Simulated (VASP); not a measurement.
# Ge4H in VASP: notebook

Ge4H is run at these levels: PBE+D3(BJ); tasks: single point.

Everything below comes from runs of VASP 6.6.1. Logs are shortened: lines on timing, memory, paths and dates and some standing lists are left out, and cuts for length are marked.

## 1. The cell of the first run

The cell holds a slab with vacuum, 5 atoms: a = 4.030 Å, b = 4.030 Å, c = 21.642 Å, α = 90.00°, β = 90.00°, γ = 90.00°.

## 2. Single point, PBE+D3(BJ)

INCAR

```
  PREC = Accurate
  ENCUT = 520
  EDIFF = 1E-6
  ISMEAR = 0
  SIGMA = 0.1
  LREAL = F
  LASPH = T
  NELM = 100
  ALGO = Normal
  ISIF = 2
  LWAVE = F
  LCHARG = F
  LDIPOL = T
  IDIPOL = 3
  DIPOL = 0.5 0.5 0.328
  GGA = PE
  IVDW = 12
  NBANDS = 36
```

KPOINTS

```
regular mesh
0
Gamma
  7 7 1
```

POSCAR

```
Ge4H
1.0
    4.0303587907      0.0000000000      0.0000000000
    0.0000000000      4.0303587907      0.0000000000
    0.0000000000      0.0000000000     21.6416627718
Ge H
4 1
Direct
    0.0000000000      0.5000000000      0.1848286817
    0.0000000000      0.0000000000      0.2506714513
    0.5000000000      0.0000000000      0.3196569899
    0.5000000000      0.5000000000      0.3854446333
    0.6250000000      0.8750000000      0.5009625594
```

Potentials or basis: VASP PAW PBE potentials, release 64 (Ge_d, H).

Launch:

```console
$ cat potpaw_PBE.64/Ge_d/POTCAR potpaw_PBE.64/H/POTCAR > POTCAR
$ mpirun -np 1 vasp_std > vasp.out
```

OUTCAR:

```text
PREC = Accurate
   ENCUT = 520
   EDIFF = 1E-6
   ISMEAR = 0
   LREAL = F
   LASPH = T
   NELM = 100
   ISIF = 2
   GGA = PE
   IVDW = 12
 IVDW          = 12

 ion  position               nearest neighbor table
   1  0.000  0.500  0.185-   2 2.47   2 2.47
   2  0.000  0.000  0.251-   1 2.47   1 2.47   3 2.51   3 2.51
   3  0.500  0.000  0.320-   4 2.47   4 2.47   2 2.51   2 2.51
   4  0.500  0.500  0.385-   3 2.47   3 2.47
   5  0.625  0.875  0.501-

  LATTYP: Found a simple tetragonal cell.
 ALAT       =     4.0303587907
 C/A-ratio  =     5.3696615849

  Lattice vectors:

 A1 = (   4.0303587907,   0.0000000000,   0.0000000000)
 A2 = (   0.0000000000,   4.0303587907,   0.0000000000)
 A3 = (   0.0000000000,   0.0000000000,  21.6416627718)

Analysis of symmetry for initial positions (statically):
=====================================================================
 Subroutine PRICEL returns:
 Original cell was already a primitive cell.

 Routine SETGRP: Setting up the symmetry group for a
 simple tetragonal supercell.

 Subroutine GETGRP returns: Found  1 space group operations
 (whereof  1 operations were pure point group operations)
 out of a pool of 16 trial point group operations.

The static configuration has the point symmetry C_1 .

Analysis of symmetry for dynamics (positions and initial velocities):
=====================================================================
 Subroutine PRICEL returns:
 Original cell was already a primitive cell.

 Routine SETGRP: Setting up the symmetry group for a
 simple tetragonal supercell.

 Subroutine GETGRP returns: Found  1 space group operations
 (whereof  1 operations were pure point group operations)
 out of a pool of 16 trial point group operations.

The dynamic configuration has the point symmetry C_1 .

 Subroutine INISYM returns: Found  1 space group operations
 (whereof  1 operations are pure point group operations),
 and found     1 'primitive' translations

----------------------------------------------------------------------------------------

                                     Primitive cell

  volume of cell :     351.5427

  direct lattice vectors                    reciprocal lattice vectors
     4.030358791  0.000000000  0.000000000     0.248116868  0.000000000  0.000000000
     0.000000000  4.030358791  0.000000000     0.000000000  0.248116868  0.000000000
     0.000000000  0.000000000 21.641662772     0.000000000  0.000000000  0.046207170

  length of vectors
[... 96 lines left out ...]
   TEBEG  =    0.0;   TEEND  =   0.0 temperature during run
   PSTRESS=    0.0 pullay stress
   NELECT =      57.0000    total number of electrons
   NUPDOWN=      -1.0000    fix difference up-down
   EMIN   =  10.00;   EMAX   =-10.00  energy-range for DOS
   EFERMI =   0.00;   METHOD = LEGACY
   ISMEAR =     0;   SIGMA  =   0.10  broadening in eV -4-tet -1-fermi 0-gaus
   EFERMI_NEDOS =   21; number of points for ismear=-14 and -15
   IALGO  =     38    algorithm
   IMIX   =      4    mixing-type and parameters
     AMIX     =   0.40;   BMIX     =  1.00
     AMIX_MAG =   1.60;   BMIX_MAG =  1.00
  volume/ion in A,a.u.               =      70.31       474.47
  Fermi-wavevector in a.u.,A,eV,Ry     =   0.892703  1.686964 10.842742  0.796919
  Thomas-Fermi vector in A             =   2.014686
   LORBIT       =      0    0 simple, 1 ext, 2 COOP (PROOUT), +10 PAW based schemes
   GGA     = PE    functional components
   LHFCALC =     F    Hartree Fock is set to
   AEXX    =    0.0000 exact exchange contribution
   IVDW    =    12    specifies the selected vdW correction
   LEPSILON=     F    determine dielectric tensor
   LRPA    =     F    only Hartree local field effects (RPA)
 non-spin polarized calculation
 Gauss-broadening in eV      SIGMA  =   0.10
  energy-cutoff  :      520.00
  volume of cell :      351.54
 maximum number of plane-waves:      9517
 NGX is ok and might be reduce to    30
   NGX = 15   NGY = 15   NGZ = 81

 dipolmoment           0.000000      0.000000     -0.000005 electrons x Angstroem

 number of electron      56.9999906 magnetization

 dipolmoment           0.000000      0.000000      0.120029 electrons x Angstroem

 Free energy of the ion-electron system (eV)
  ---------------------------------------------------
  ext. energy  EPLUGINS =         0.00000000
  ---------------------------------------------------
  free energy    TOTEN  =       -16.32372520 eV

  energy without entropy =      -16.30877857  energy(sigma->0) =      -16.31625188

 E-fermi :  -2.8792     XC(G=0):  -3.7571

 val. band max:       -2.8925362567   @ k =  -0.2857   0.4286   0.0000
 cond. band min:      -2.7461874583   @ k =   0.2857   0.1429   0.0000
 fundamental gap:      0.1463487983
 Fermi energy:        -2.8792030988

 k-point     1 :       0.0000    0.0000    0.0000
  band No.  band energies     occupation
      1     -27.4765      2.00000
      2     -27.4445      2.00000
      3     -27.4131      2.00000
      4     -27.4039      2.00000
      5     -27.3513      2.00000
      6     -27.2000      2.00000
[... 925 lines left out ...]
     35       2.0590      0.00000
     36       3.3274      0.00000

 [... further k-points ...]

------------------------ aborting loop because EDIFF is reached ----------------------------------------

 vacuum level on the upper side and lower side of the slab       (xc-potential included)         0.486        -0.811

 Edisp (eV)   -0.89987

 E8    (eV) :    -0.4134

  FORCE on cell =-STRESS in cart. coord.  units (eV):
  Direction    XX          YY          ZZ          XY          YZ          ZX
  --------------------------------------------------------------------------------------
  -------------------------------------------------------------------------------------
  Total      -3.09695    -0.55136    -2.38050    -0.29050    -1.46601    -0.43567
  in kB     -14.11456    -2.51287   -10.84928    -1.32396    -6.68141    -1.98557
  external pressure =       -9.16 kB  Pullay stress =        0.00 kB

 VOLUME and BASIS-vectors are now :
 -----------------------------------------------------------------------------
  energy-cutoff  :      520.00
  volume of cell :      351.54
      direct lattice vectors                 reciprocal lattice vectors
     4.030358791  0.000000000  0.000000000     0.248116868  0.000000000  0.000000000
     0.000000000  4.030358791  0.000000000     0.000000000  0.248116868  0.000000000
     0.000000000  0.000000000 21.641662772     0.000000000  0.000000000  0.046207170

 POSITION                                       TOTAL-FORCE (eV/Angst)
 -----------------------------------------------------------------------------------
      0.00000      2.01518      4.00000        -0.024828      0.064663     -0.143477
      0.00000      0.00000      5.42495         0.063614      0.071350      0.224996
      2.01518      0.00000      6.91791         0.000331     -0.228345     -0.046773
      2.01518      2.01518      8.34166         0.103860      0.613189      0.914637
      2.51897      3.52656     10.84166        -0.142978     -0.520858     -0.949383
 -----------------------------------------------------------------------------------
    total drift:                               -0.000026      0.000002     -0.001759

  FREE ENERGIE OF THE ION-ELECTRON SYSTEM (eV)
  ---------------------------------------------------
  free  energy   TOTEN  =       -17.2235992035 eV

  energy  without entropy=      -17.2086525696  energy(sigma->0) =      -17.21612589

 vacuum level on the upper side and lower side of the slab         3.234         1.902
```

It took 16 min on 1 thread of Intel Xeon 8259CL, shared host; peak memory 0.54 GiB.

Results:

| Property | Result |
| --- | --- |
| Free energy | -17.2236 eV |
| Largest force | 1.106 eV/Å |
| Band gap on the k mesh | zero (an odd number of electrons rules out a gap without spin polarisation) |
| Dispersion energy per atom | -0.180 eV |

Forces on the atoms (eV/Å):
```
Ge  -0.025  0.065 -0.143
Ge   0.064  0.071  0.225
Ge   0.000 -0.228 -0.047
Ge   0.104  0.613  0.915
H   -0.143 -0.521 -0.949
```

Levels at points of the mesh, in eV from the Fermi level:
| k point | band 25 | band 26 | band 27 | band 28 | band 29 | band 30 | band 31 | band 32 |
| --- | --- | --- | --- | --- | --- | --- | --- | --- |
| (0.00, 0.00, 0.00) | -1.78 | -1.52 | -0.77 | -0.36 | 0.99 | 1.28 | 1.89 | 2.06 |

Caveat: an odd number of electrons without spin polarisation forces a metal; a magnetic or distorted state may lie lower.

## 3. Single point, PBE+D3(BJ)

INCAR

```
SYSTEM = Ge4H
PREC = Accurate ; ENCUT = 520
EDIFF = 1E-7 ; ISMEAR = 0
SIGMA = 0.1 ; LREAL = .False.
LASPH = .True. ; NELM = 100
ALGO = Normal ; ISIF = 2
LWAVE = .False. ; LCHARG = .False.
LDIPOL = .True. ; IDIPOL = 3
DIPOL = 0.5 0.5 0.328 ; GGA = PE
IVDW = 12 ; NBANDS = 36
```

KPOINTS

```
Automatic mesh
0
Gamma
  7 7 1
  0 0 0
```

POSCAR, as its differences from that of step 2:

```diff
@@ -12,2 +12,2 @@
     0.5000000000      0.5000000000      0.3854446333
-    0.6250000000      0.8750000000      0.5009625594
+    0.8750000000      0.6250000000      0.5009625594
```

Potentials or basis: VASP PAW PBE potentials, release 64 (Ge_d, H).

Launch:

```console
$ cat potpaw_PBE.64/Ge_d/POTCAR potpaw_PBE.64/H/POTCAR > POTCAR
$ mpirun -np 1 vasp_std > vasp.out
```

OUTCAR:

```text
SYSTEM = Ge4H
   PREC = Accurate
   ENCUT = 520
   EDIFF = 1E-7
   ISMEAR = 0
   LREAL = .False.
   LASPH = .True.
   NELM = 100
   ISIF = 2
   GGA = PE
   IVDW = 12
 IVDW          = 12

 ion  position               nearest neighbor table
   1  0.000  0.500  0.185-   2 2.47   2 2.47
   2  0.000  0.000  0.251-   1 2.47   1 2.47   3 2.51   3 2.51
   3  0.500  0.000  0.320-   4 2.47   4 2.47   2 2.51   2 2.51
   4  0.500  0.500  0.385-   3 2.47   3 2.47
   5  0.875  0.625  0.501-

  LATTYP: Found a simple tetragonal cell.
 ALAT       =     4.0303587907
 C/A-ratio  =     5.3696615849

  Lattice vectors:

 A1 = (   4.0303587907,   0.0000000000,   0.0000000000)
 A2 = (   0.0000000000,   4.0303587907,   0.0000000000)
 A3 = (   0.0000000000,   0.0000000000,  21.6416627718)

Analysis of symmetry for initial positions (statically):
=====================================================================
 Subroutine PRICEL returns:
 Original cell was already a primitive cell.

 Routine SETGRP: Setting up the symmetry group for a
 simple tetragonal supercell.

[... 180 lines left out ...]
 fundamental gap:      0.0043237924
 Fermi energy:        -2.8840490562

 k-point     1 :       0.0000    0.0000    0.0000
  band No.  band energies     occupation
      1     -27.5240      2.00000
      2     -27.4909      2.00000
      3     -27.4514      2.00000
      4     -27.4430      2.00000
      5     -27.3874      2.00000
      6     -27.2000      2.00000
[... 925 lines left out ...]
     35       2.0739      0.00000
     36       3.2584      0.00000

 [... further k-points ...]

------------------------ aborting loop because EDIFF is reached ----------------------------------------

 vacuum level on the upper side and lower side of the slab       (xc-potential included)         0.555        -0.646

 Edisp (eV)   -0.89917

 E8    (eV) :    -0.4130

  FORCE on cell =-STRESS in cart. coord.  units (eV):
  Direction    XX          YY          ZZ          XY          YZ          ZX
  --------------------------------------------------------------------------------------
  -------------------------------------------------------------------------------------
  Total      -3.55867     0.23313    -2.87869    -0.24665    -0.69404    -0.86598
  in kB     -16.21885     1.06252   -13.11979    -1.12411    -3.16315    -3.94674
  external pressure =       -9.43 kB  Pullay stress =        0.00 kB

 VOLUME and BASIS-vectors are now :
 -----------------------------------------------------------------------------
  energy-cutoff  :      520.00
  volume of cell :      351.54
      direct lattice vectors                 reciprocal lattice vectors
     4.030358791  0.000000000  0.000000000     0.248116868  0.000000000  0.000000000
     0.000000000  4.030358791  0.000000000     0.000000000  0.248116868  0.000000000
     0.000000000  0.000000000 21.641662772     0.000000000  0.000000000  0.046207170

 POSITION                                       TOTAL-FORCE (eV/Angst)
 -----------------------------------------------------------------------------------
      0.00000      2.01518      4.00000        -0.056556      0.007825     -0.217080
      0.00000      0.00000      5.42495         0.107305      0.048805      0.280840
      2.01518      0.00000      6.91791         0.002337     -0.095659      0.051883
      2.01518      2.01518      8.34166         0.264993      0.300595      1.039274
      3.52656      2.51897     10.84166        -0.318078     -0.261566     -1.154917
 -----------------------------------------------------------------------------------
    total drift:                               -0.000037      0.000002     -0.001471

  FREE ENERGIE OF THE ION-ELECTRON SYSTEM (eV)
  ---------------------------------------------------
  free  energy   TOTEN  =       -17.4123576047 eV

  energy  without entropy=      -17.3963527757  energy(sigma->0) =      -17.40435519

 vacuum level on the upper side and lower side of the slab         3.318         2.071
```

OSZICAR:

```text
N       E                     dE             d eps       ncg     rms          rms(c)
DAV:   1     0.447063306666E+03    0.44706E+03   -0.29662E+04  2180   0.232E+03
DAV:   2     0.505322130506E+02   -0.39653E+03   -0.38994E+03  2172   0.551E+02
DAV:   3    -0.138667309107E+02   -0.64399E+02   -0.63928E+02  2532   0.179E+02
[... 20 lines left out ...]
DAV:  24    -0.165131857612E+02   -0.40734E-06   -0.20525E-08  1304   0.199E-03    0.102E-04
DAV:  25    -0.165131860993E+02   -0.33808E-06   -0.11361E-08  1212   0.266E-03    0.864E-05
DAV:  26    -0.165131862514E+02   -0.15209E-06   -0.45914E-09  1220   0.126E-03    0.427E-05
DAV:  27    -0.165131864455E+02   -0.19412E-06   -0.43399E-09  1212   0.880E-04    0.472E-05
DAV:  28    -0.165131864746E+02   -0.29109E-07   -0.15938E-09  1192   0.123E-03
   1 F= -.17412358E+02 E0= -.17404355E+02  d E =-.160048E-01
```

stdout:

```text
POSCAR found type information on POSCAR GeH
 POSCAR found :  2 types and       5 ions
 scaLAPACK will be used
 LDA part: xc-table for (Slater+PW92), standard interpolation
 POSCAR, INCAR and KPOINTS ok, starting setup
 FFT: planning ... GRIDC
 FFT: planning ... GRID_SOFT
 FFT: planning ... GRID
 WAVECAR not read
 entering main loop
```

Run time: 18 min. Hardware: 1 thread of Intel Xeon 8259CL, shared host; peak memory 0.55 GiB.

Results:

```
Free energy                : -17.4124 eV
Largest force              : 1.226 eV/Å
Band gap on the k mesh     : zero (an odd number of electrons rules out a gap without spin polarisation)
Dispersion energy per atom : -0.180 eV
```

Forces on the atoms (eV/Å):
```
Ge  -0.057  0.008 -0.217
Ge   0.107  0.049  0.281
Ge   0.002 -0.096  0.052
Ge   0.265  0.301  1.039
H   -0.318 -0.262 -1.155
```

Caveat: an odd number of electrons without spin polarisation forces a metal; a magnetic or distorted state may lie lower.

## 4. Single point, PBE+D3(BJ)

INCAR

```
  PREC = Accurate
  ENCUT = 520
  EDIFF = 1E-7
  ISMEAR = 0
  SIGMA = 0.1
  LREAL = False
  LASPH = True
  NELM = 80
  ALGO = Normal
  ISIF = 2
  LWAVE = False
  LCHARG = True
  LDIPOL = True
  IDIPOL = 3
  DIPOL = 0.5 0.5 0.328
  GGA = PE
  IVDW = 12
  LELF = True
  LVHAR = True
  LVACPOTAV = True
  NBANDS = 36
```

KPOINTS

```
regular mesh
0
Gamma
  7 7 1
```

POSCAR, as its differences from that of step 3:

```diff
@@ -12,2 +12,2 @@
     0.5000000000      0.5000000000      0.3854446333
-    0.8750000000      0.6250000000      0.5009625594
+    0.8750000000      0.8750000000      0.5009625594
```

Launch:

```console
$ cat potpaw_PBE.64/Ge_d/POTCAR potpaw_PBE.64/H/POTCAR > POTCAR
$ mpirun -np 1 vasp_std > vasp.out
```

Run time: 18 min. Hardware: 1 thread of Intel Xeon 8259CL, shared host; peak memory 0.55 GiB.

The run converged. Its results:

| Item | Value |
| --- | --- |
| Free energy | -17.0366 eV |
| Largest force | 0.787 eV/Å |
| Band gap on the k mesh | zero (an odd number of electrons rules out a gap without spin polarisation) |
| Dispersion energy per atom | -0.180 eV |

Forces in eV/Å, atoms in the order of the input:
```
Ge  -0.045  0.027 -0.154
Ge   0.078  0.064  0.246
Ge  -0.007 -0.141 -0.075
Ge   0.122  0.397  0.669
H   -0.148 -0.348 -0.687
```

Levels at points of the mesh, in eV from the Fermi level:
```tsv
k point	band 24	band 25	band 26	band 27	band 28	band 29	band 30	band 31	band 32	band 33
(0.00, 0.00, 0.00)	-2.79	-1.74	-1.48	-0.66	-0.33	0.95	1.30	1.93	2.10	2.48
```

Caveat: an odd number of electrons without spin polarisation forces a metal; a magnetic or distorted state may lie lower.

## 5. Summary

| cell | gap on the mesh (eV) | largest force (eV/Å) |
| --- | --- | --- |
| as given, atomic positions A | none | 1.11 |
| as given, atomic positions B | none | 1.23 |
| as given, atomic positions C | none | 0.79 |

Alike in all rows: task single point; level PBE+D3(BJ); potentials or basis VASP PAW PBE potentials, release 64 (Ge_d, H); no spin polarisation; k mesh 7 × 7 × 1; cutoff (eV) 520; smearing gaussian 0.1 eV.

Caveats: an odd number of electrons without spin polarisation forces a metal; a magnetic or distorted state may lie lower.

Total energies depend on the potentials used, so only differences within one code and one set of settings carry meaning.

The gap in the log of VASP goes by the Fermi energy; the results here count the filled bands.